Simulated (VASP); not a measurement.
# Si2Ni (P-3m1) in VASP: further runs

Runs on Si2Ni. Level: PBE. Tasks: single point.

All numbers are computed with VASP 6.6.1; they aren't measurements. Logs are shortened: lines on timing, memory, paths and dates and some standing lists are left out, and cuts for length are marked.

### Step 1. The cell of the first run

Symmetry: P-3m1, No. 164, trigonal system. Conventional cell: a = 3.851 Å, b = 3.851 Å, c = 12.434 Å, α = 90.00°, β = 90.00°, γ = 120.00°. Si (site symmetry 3m) has 4 Ni at 2.36 Å and 6 Si at 2.72 Å within 3.1 Å. Si (site symmetry 3m) has 3 Ni at 2.36 Å and 3 Si at 2.72 Å within 3.1 Å. Si (site symmetry 3m) has 4 Ni at 2.36 Å and 6 Si at 2.72 Å within 3.1 Å. Ni (site symmetry 3m) has 7 Si at 2.36 Å within 3.1 Å. Ni (site symmetry -3m) has 8 Si at 2.36 Å within 3.1 Å.

### Step 2. Single point, PBE (the distance across one plane changed)

INCAR reads:

```
  PREC = Accurate
  ENCUT = 520
  EDIFF = 1E-6
  ISMEAR = 0
  SIGMA = 0.15
  LREAL = False
  LASPH = True
  NELM = 80
  ALGO = Normal
  ISIF = 2
  LWAVE = False
  LCHARG = False
  GGA = PE
  NBANDS = 37
```

KPOINTS reads:

```
Automatic mesh
0
Gamma
  14 14 5
```

POSCAR reads:

```
Si2Ni
1.0
    2.7234129136     -2.7234129136      0.0000000000
    2.7234129136      0.0000000000     -2.7234129136
    7.1788766349      7.1788766349      7.1788766349
Si Ni
6 3
Direct
    0.6666666667      0.6666666667      0.3161499573
    1.0000000000      0.0000000000      0.0632401079
    0.3333333333      0.3333333333      0.5690598068
    0.6666666667      0.6666666667      0.6955147315
    1.0000000000      1.0000000000      0.4426048821
    0.3333333333      0.3333333333      0.1896950326
    0.0000000000      0.0000000000      0.6322872692
    0.3333333333      0.3333333333      0.3793774197
    0.6666666667      0.6666666667      0.1264675702
```

Potentials or basis: VASP PAW PBE potentials, release 64 (Si, Ni).

Started as:

```bash
> cat potpaw_PBE.64/Si/POTCAR potpaw_PBE.64/Ni/POTCAR > POTCAR
> mpirun -np 1 vasp_std > vasp.out
```

OUTCAR:

```text
PREC = Accurate
   ENCUT = 520
   EDIFF = 1E-6
   ISMEAR = 0
   LREAL = False
   LASPH = True
   NELM = 80
   ISIF = 2
   GGA = PE

 ion  position               nearest neighbor table
   1  0.667  0.667  0.316-   8 2.36   8 2.36   9 2.36   8 2.36   6 2.72   6 2.72   6 2.72   5 2.72
                             5 2.72   5 2.72
   2  0.000  0.000  0.063-   9 2.36   9 2.36   9 2.36   6 2.72   6 2.72   6 2.72
   3  0.333  0.333  0.569-   7 2.36   8 2.36   7 2.36   7 2.36   5 2.72   4 2.72   4 2.72   5 2.72
                             5 2.72   4 2.72
   4  0.667  0.667  0.696-   7 2.36   7 2.36   7 2.36   3 2.72   3 2.72   3 2.72
   5  0.000  0.000  0.443-   8 2.36   7 2.36   8 2.36   8 2.36   3 2.72   3 2.72   3 2.72   1 2.72
                             1 2.72   1 2.72
   6  0.333  0.333  0.190-   9 2.36   9 2.36   8 2.36   9 2.36   2 2.72   1 2.72   1 2.72   2 2.72
                             2 2.72   1 2.72
   7  0.000  0.000  0.632-   4 2.36   4 2.36   4 2.36   3 2.36   5 2.36   3 2.36   3 2.36
   8  0.333  0.333  0.379-   5 2.36   1 2.36   1 2.36   3 2.36   6 2.36   5 2.36   5 2.36   1 2.36

   9  0.667  0.667  0.126-   2 2.36   2 2.36   2 2.36   6 2.36   6 2.36   1 2.36   6 2.36

  LATTYP: Found a hexagonal cell.
 ALAT       =     3.8514874784
 C/A-ratio  =     3.2284095801

  Lattice vectors:

 A1 = (  -2.7234129136,   0.0000000000,   2.7234129136)
 A2 = (   2.7234129136,  -2.7234129136,   0.0000000000)
 A3 = (   7.1788766349,   7.1788766349,   7.1788766349)

Analysis of symmetry for initial positions (statically):
=====================================================================
 Subroutine PRICEL returns:
 Original cell was already a primitive cell.

 Routine SETGRP: Setting up the symmetry group for a
 hexagonal supercell.

 Subroutine GETGRP returns: Found 12 space group operations
 (whereof  6 operations were pure point group operations)
 out of a pool of 24 trial point group operations.

The static configuration has the point symmetry C_3v.
 The point group associated with its full space group is D_3d.

Analysis of symmetry for dynamics (positions and initial velocities):
=====================================================================
 Subroutine PRICEL returns:
 Original cell was already a primitive cell.

 Routine SETGRP: Setting up the symmetry group for a
 hexagonal supercell.

 Subroutine GETGRP returns: Found 12 space group operations
 (whereof  6 operations were pure point group operations)
 out of a pool of 24 trial point group operations.

The dynamic configuration has the point symmetry C_3v.
 The point group associated with its full space group is D_3d.

 Subroutine INISYM returns: Found 12 space group operations
 (whereof  6 operations are pure point group operations),
 and found     1 'primitive' translations

----------------------------------------------------------------------------------------

                                     Primitive cell

  volume of cell :     159.7367

  direct lattice vectors                    reciprocal lattice vectors
     2.723412914 -2.723412914  0.000000000     0.122395444 -0.244790888  0.122395444
     2.723412914  0.000000000 -2.723412914     0.122395444  0.122395444 -0.244790888
     7.178876635  7.178876635  7.178876635     0.046432520  0.046432520  0.046432520

  length of vectors
     3.851487478  3.851487478 12.434179073     0.299806385  0.299806385  0.080423484

  position of ions in fractional coordinates (direct lattice)
     0.666666667  0.666666667  0.316149957
     0.000000000  0.000000000  0.063240108
     0.333333333  0.333333333  0.569059807
     0.666666667  0.666666667  0.695514731
     0.000000000  0.000000000  0.442604882
     0.333333333  0.333333333  0.189695033
     0.000000000  0.000000000  0.632287269
     0.333333333  0.333333333  0.379377420
     0.666666667  0.666666667  0.126467570

  ion indices of the primitive-cell ions
   primitive index   ion index
                 1           1
                 2           2
                 3           3
                 4           4
                 5           5
                 6           6
                 7           7
                 8           8
                 9           9

----------------------------------------------------------------------------------------

 KPOINTS: Automatic mesh

Automatic generation of k-mesh.
 Grid dimensions read from file:
 generate k-points for:   14   14    5

 Generating k-lattice:

  Cartesian coordinates                     Fractional coordinates (reciprocal lattice)
     0.008742532 -0.017485063  0.008742532     0.071428571  0.000000000  0.000000000
     0.008742532  0.008742532 -0.017485063     0.000000000  0.071428571  0.000000000
     0.009286504  0.009286504  0.009286504     0.000000000  0.000000000  0.200000000

  Length of vectors
     0.021414742  0.021414742  0.016084697

  Shift w.r.t. Gamma in fractional coordinates (k-lattice)
     0.000000000  0.000000000  0.000000000

 Subroutine IBZKPT returns following result:
 ===========================================

 Found    104 irreducible k-points:

 Following reciprocal coordinates:
            Coordinates               Weight
  0.000000  0.000000  0.000000      1.000000
  0.071429  0.000000  0.000000      6.000000
  0.142857  0.000000  0.000000      6.000000
  0.214286  0.000000  0.000000      6.000000
  0.285714  0.000000  0.000000      6.000000
  0.357143  0.000000  0.000000      6.000000
[... 16 lines left out ...]
 -0.428571  0.285714  0.000000      6.000000
 -0.357143  0.285714  0.000000      6.000000
 [... further k-points ...]
   k-points           NKPTS =    104   k-points in BZ     NKDIM =    104   number of bands    NBANDS=     37
   number of dos      NEDOS =    301   number of ions     NIONS =      9
   total plane-waves  NPLWV =  86400
   dimension x,y,z NGX =    30 NGY =   30 NGZ =   96
   dimension x,y,z NGXF=    60 NGYF=   60 NGZF=  192
   ions per type =               6   3
   NGX,Y,Z   is equivalent  to a cutoff of  12.95, 12.95, 12.84 a.u.
   NGXF,Y,Z  is equivalent  to a cutoff of  25.90, 25.90, 25.67 a.u.
 SYSTEM =  unknown system
   PREC   = accura    normal or accurate (medium, high low for compatibility)
   ISTART =      0    job   : 0-new  1-cont  2-samecut
   ICHARG =      2    charge: 1-file 2-atom 10-const
   ISPIN  =      1    spin polarized calculation?
   LNONCOLLINEAR =      F non collinear calculations
   LSORBIT =      F    spin-orbit coupling
   LASPH  =      T    aspherical Exc in radial PAW
   ENCUT  =  520.0 eV  38.22 Ry    6.18 a.u.   7.16  7.16 23.12*2*pi/ulx,y,z
   NELM   =     80;   NELMIN=  2; NELMDL= -5     # of ELM steps
   EDIFF  = 0.1E-05   stopping-criterion for ELM
   LREAL  =      F    real-space projection
   EDIFFG = 0.1E-04   stopping-criterion for IOM
   NSW    =      0    number of steps for IOM
   IBRION =     -1    ionic relax: 0-MD 1-quasi-New 2-CG
   NFREE  =      0    steps in history (QN), initial steepest desc. (CG)
   ISIF   =      2    stress and relaxation
   ISYM   =      2    0-nonsym 1-usesym 2-fastsym
   POTIM  = 0.5000    time-step for ionic-motion
   TEBEG  =    0.0;   TEEND  =   0.0 temperature during run
   PSTRESS=    0.0 pullay stress
   NELECT =      54.0000    total number of electrons
   NUPDOWN=      -1.0000    fix difference up-down
   EMIN   =  10.00;   EMAX   =-10.00  energy-range for DOS
   EFERMI =   0.00;   METHOD = LEGACY
   ISMEAR =     0;   SIGMA  =   0.15  broadening in eV -4-tet -1-fermi 0-gaus
   EFERMI_NEDOS =   21; number of points for ismear=-14 and -15
   IALGO  =     38    algorithm
   IMIX   =      4    mixing-type and parameters
     AMIX     =   0.40;   BMIX     =  1.00
     AMIX_MAG =   1.60;   BMIX_MAG =  1.00
  volume/ion in A,a.u.               =      17.75       119.77
  Fermi-wavevector in a.u.,A,eV,Ry     =   1.140437  2.155113 17.695680  1.300596
  Thomas-Fermi vector in A             =   2.277139
   LORBIT       =      0    0 simple, 1 ext, 2 COOP (PROOUT), +10 PAW based schemes
   GGA     = PE    functional components
   LHFCALC =     F    Hartree Fock is set to
   AEXX    =    0.0000 exact exchange contribution
   IVDW    =     0    specifies the selected vdW correction
   LEPSILON=     F    determine dielectric tensor
   LRPA    =     F    only Hartree local field effects (RPA)
 non-spin polarized calculation
 Gauss-broadening in eV      SIGMA  =   0.15
  energy-cutoff  :      520.00
  volume of cell :      159.74
 maximum number of plane-waves:      4333
 NGX is ok and might be reduce to    30
   NGX = 15   NGY = 15   NGZ = 47

 number of electron      53.9999983 magnetization

 Free energy of the ion-electron system (eV)
  ---------------------------------------------------
  ext. energy  EPLUGINS =         0.00000000
  ---------------------------------------------------
  free energy    TOTEN  =       -50.42986959 eV

  energy without entropy =      -50.38387161  energy(sigma->0) =      -50.40687060

 E-fermi :   6.4278     XC(G=0):  -9.7095

 val. band max:        6.4264817009   @ k =  -0.4286   0.2143  -0.0000
 cond. band min:       6.4299413090   @ k =  -0.4286   0.1429   0.2000
 fundamental gap:      0.0034596081
 Fermi energy:         6.4277905499

 k-point     1 :       0.0000    0.0000    0.0000
  band No.  band energies     occupation
      1      -6.7379      2.00000
      2      -5.5688      2.00000
      3      -4.1932      2.00000
      4      -1.8407      2.00000
      5       0.0689      2.00000
      6       1.5421      2.00000
[... 29 lines left out ...]
     36       9.4623      0.00000
     37       9.4623      0.00000

 k-point     2 :       0.0714    0.0000    0.0000
  band No.  band energies     occupation
      1      -6.6722      2.00000
      2      -5.5047      2.00000
      3      -4.1285      2.00000
      4      -1.8005      2.00000
      5       0.0748      2.00000
      6       1.3904      2.00000
[... 29 lines left out ...]
     36       9.7261      0.00000
     37      10.0981      0.00000

 k-point     3 :       0.1429    0.0000    0.0000
  band No.  band energies     occupation
      1      -6.4758      2.00000
      2      -5.3137      2.00000
      3      -3.9361      2.00000
      4      -1.6872      2.00000
      5       0.0613      2.00000
      6       0.9972      2.00000
[... 29 lines left out ...]
     36      10.0405      0.00000
     37      10.5019      0.00000

 k-point     4 :       0.2143    0.0000    0.0000
  band No.  band energies     occupation
      1      -6.1512      2.00000
      2      -4.9990      2.00000
      3      -3.6220      2.00000
      4      -1.5338      2.00000
      5      -0.1109      2.00000
      6       0.5137      2.00000
[... 29 lines left out ...]
     36      10.1987      0.00000
     37      11.0697      0.00000
[... 683 lines left out ...]
      1      -3.7152      2.00000
      2      -3.0549      2.00000
      3      -2.5893      2.00000
      4      -2.0402      2.00000
      5      -1.3874      2.00000
      6      -1.2934      2.00000
[... 29 lines left out ...]
     36      10.9748      0.00000
     37      11.5362      0.00000

 k-point    23 :      -0.4286    0.2857    0.0000
  band No.  band energies     occupation
      1      -3.7634      2.00000
      2      -2.8622      2.00000
      3      -2.3520      2.00000
      4      -2.1731      2.00000
      5      -1.4675      2.00000
      6      -1.3526      2.00000
[... 29 lines left out ...]
     36      11.2355      0.00000
     37      11.3960      0.00000

 k-point    24 :      -0.3571    0.2857    0.0000
  band No.  band energies     occupation
      1      -3.1068      2.00000
      2      -3.0218      2.00000
      3      -2.4309      2.00000
      4      -2.3183      2.00000
      5      -1.5757      2.00000
      6      -1.3907      2.00000
[... 29 lines left out ...]
     36      11.0966      0.00000
     37      11.5338      0.00000

 [... further k-points ...]

------------------------ aborting loop because EDIFF is reached ----------------------------------------

  FORCE on cell =-STRESS in cart. coord.  units (eV):
  Direction    XX          YY          ZZ          XY          YZ          ZX
  --------------------------------------------------------------------------------------
  -------------------------------------------------------------------------------------
  Total       -3.5343705     -3.5343705     -3.5343705      0.4051179      0.4051179      0.4051179
  in kB      -35.4501380    -35.4501380    -35.4501380      4.0633785      4.0633785      4.0633785
  external PRESSURE =     -35.4501380 kB  Pullay stress =       0.0000000 kB

 VOLUME and BASIS-vectors are now :
 -----------------------------------------------------------------------------
  energy-cutoff  :      520.00
  volume of cell :      159.74
      direct lattice vectors                 reciprocal lattice vectors
     2.723412914 -2.723412914  0.000000000     0.122395444 -0.244790888  0.122395444
     2.723412914  0.000000000 -2.723412914     0.122395444  0.122395444 -0.244790888
     7.178876635  7.178876635  7.178876635     0.046432520  0.046432520  0.046432520

 POSITION                                       TOTAL-FORCE (eV/Angst)
 -----------------------------------------------------------------------------------
      5.90082      0.45399      0.45399        -0.204127     -0.204127     -0.204127
      0.45399      0.45399      0.45399         0.334297      0.334297      0.334297
      5.90082      3.17741      3.17741         0.325209      0.325209      0.325209
      8.62423      3.17741      3.17741        -0.334297     -0.334297     -0.334297
      3.17741      3.17741      3.17741         0.204127      0.204127      0.204127
      3.17741      0.45399      0.45399        -0.325209     -0.325209     -0.325209
      4.53911      4.53911      4.53911        -0.089304     -0.089304     -0.089304
      4.53911      1.81570      1.81570         0.000000     -0.000000     -0.000000
      4.53911     -0.90771     -0.90771         0.089304      0.089304      0.089304
 -----------------------------------------------------------------------------------
    total drift:                                0.000040      0.000040      0.000040

  FREE ENERGIE OF THE ION-ELECTRON SYSTEM (eV)
  ---------------------------------------------------
  free  energy   TOTEN  =       -50.4298695920 eV

  energy  without entropy=      -50.3838716107  energy(sigma->0) =      -50.40687060
```

Wall time 6.8 min (1 thread of Intel Xeon 6975P-C (Granite Rapids), shared host); peak memory 0.59 GiB.

What came out:

```yaml
Free_energy: -50.4299 eV
Pressure: -3.5 GPa
Largest_force: 0.579 eV/Å
Band_gap_on_the_k_mesh: zero (bands 27 and 28 overlap by 1.84 eV)
```

Forces in eV/Å, atoms in the order of the input:
```
Si  -0.204 -0.204 -0.204
Si   0.334  0.334  0.334
Si   0.325  0.325  0.325
Si  -0.334 -0.334 -0.334
Si   0.204  0.204  0.204
Si  -0.325 -0.325 -0.325
Ni  -0.089 -0.089 -0.089
Ni   0.000  0.000  0.000
Ni   0.089  0.089  0.089
```

Levels at points of the mesh, in eV from the Fermi level:
```tsv
k point	band 23	band 24	band 25	band 26	band 27	band 28	band 29	band 30	band 31	band 32
(0.00, 0.00, 0.00)	-0.60	0.64	0.64	0.77	0.84	1.71	1.94	1.94	2.15	2.20
(0.50, 0.00, 0.00)	-2.49	-2.15	-1.75	-1.53	-1.48	-0.10	0.18	0.65	1.23	2.31
```

Caveat: the cell differs from its parent crystal (the distance across one plane changed); the cell stands under tension.

### Step 3. Single point, PBE (the distance across one plane changed)

INCAR reads:

```
SYSTEM = Si2Ni
PREC = Accurate
ENCUT = 520
EDIFF = 1E-7
ISMEAR = 0
SIGMA = 0.15
LREAL = .FALSE.
LASPH = .TRUE.
NELM = 100
ALGO = Normal
ISIF = 2
LWAVE = .FALSE.
LCHARG = .TRUE.
GGA = PE
LELF = .TRUE.
LVHAR = .TRUE.
NBANDS = 37
```

KPOINTS reads:

```
regular mesh
0
G
  14 14 5
  0 0 0
```

POSCAR reads:

```
Si2Ni
1.0
    2.7234129136     -2.7234129136      0.0000000000
    2.7234129136      0.0000000000     -2.7234129136
    8.0449020387      8.0449020387      8.0449020387
Si Ni
6 3
Direct
    0.6666666667      0.6666666667      0.2821167406
    1.0000000000      0.0000000000      0.0564323755
    0.3333333333      0.3333333333      0.5078011058
    0.6666666667      0.6666666667      0.6206432883
    1.0000000000      1.0000000000      0.3949589232
    0.3333333333      0.3333333333      0.1692745581
    0.0000000000      0.0000000000      0.5642221970
    0.3333333333      0.3333333333      0.3385378319
    0.6666666667      0.6666666667      0.1128534668
```

Potentials or basis: VASP PAW PBE potentials, release 64 (Si, Ni).

Started as:

```bash
> cat potpaw_PBE.64/Si/POTCAR potpaw_PBE.64/Ni/POTCAR > POTCAR
> mpirun -np 1 vasp_std > vasp.out
```

It took 10 min on 1 thread of Intel Xeon 6975P-C (Granite Rapids), shared host; peak memory 0.65 GiB.

The run converged. Its results:

```yaml
Free_energy: -50.4123 eV
Pressure: -3.1 GPa
Largest_force: 0.617 eV/Å
Band_gap_on_the_k_mesh: zero (bands 27 and 28 overlap by 1.64 eV)
```

Forces in eV/Å, atoms in the order of the input:
```
Si  -0.202 -0.202 -0.202
Si   0.356  0.356  0.356
Si   0.327  0.327  0.327
Si  -0.356 -0.356 -0.356
Si   0.202  0.202  0.202
Si  -0.327 -0.327 -0.327
Ni  -0.085 -0.085 -0.085
Ni   0.000  0.000  0.000
Ni   0.085  0.085  0.085
```

Stress tensor (GPa, compression positive):
```
-3.13  0.39  0.39
 0.39 -3.13  0.39
 0.39  0.39 -3.13
```

Levels at points of the mesh, in eV from the Fermi level:
| k point | band 24 | band 25 | band 26 | band 27 | band 28 | band 29 | band 30 | band 31 |
| --- | --- | --- | --- | --- | --- | --- | --- | --- |
| (0.00, 0.00, 0.00) | 0.64 | 0.64 | 0.70 | 0.99 | 1.70 | 1.93 | 1.93 | 2.12 |
| (0.50, 0.00, 0.00) | -2.16 | -1.81 | -1.49 | -1.48 | -0.03 | 0.16 | 0.60 | 1.16 |

Caveat: the cell differs from its parent crystal (the distance across one plane changed); the cell stands under tension.
